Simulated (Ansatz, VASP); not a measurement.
## Sn: VASP beside Ansatz

```
CELL_PARAMETERS angstrom
0.00000 3.23334 3.23334
3.23334 0.00000 3.23334
3.23334 3.23334 0.00000
ATOMIC_POSITIONS crystal
Sn 0.00000 0.00000 0.00000
Sn 0.25000 0.25000 0.25000
```

Alike in both runs: task single point; functional PBE; k mesh 4 × 4 × 4; no spin polarisation.

|  | VASP | Ansatz |
| --- | --- | --- |
| version | VASP 6.6.1 | Ansatz 0.2.0 |
| potentials or method | VASP PAW PBE potentials, release 64 (Sn_d), cutoff 520 eV | all-electron (LAPW or listed datasets) |
| occupations | fermi-dirac, width 0.1 eV | fermi-dirac |

```tsv
	VASP	Ansatz	Ansatz less VASP
gap on the k mesh at the Fermi level (eV)	none	none	-
pressure (GPa)	4.4	4.5	+0.07
```

A gap of «none» marks a metal or a gap that the smearing closes. Ansatz ran all-electron here, and VASP with PAW potentials.

The k mesh is coarse, so the values compare programs but aren't converged.
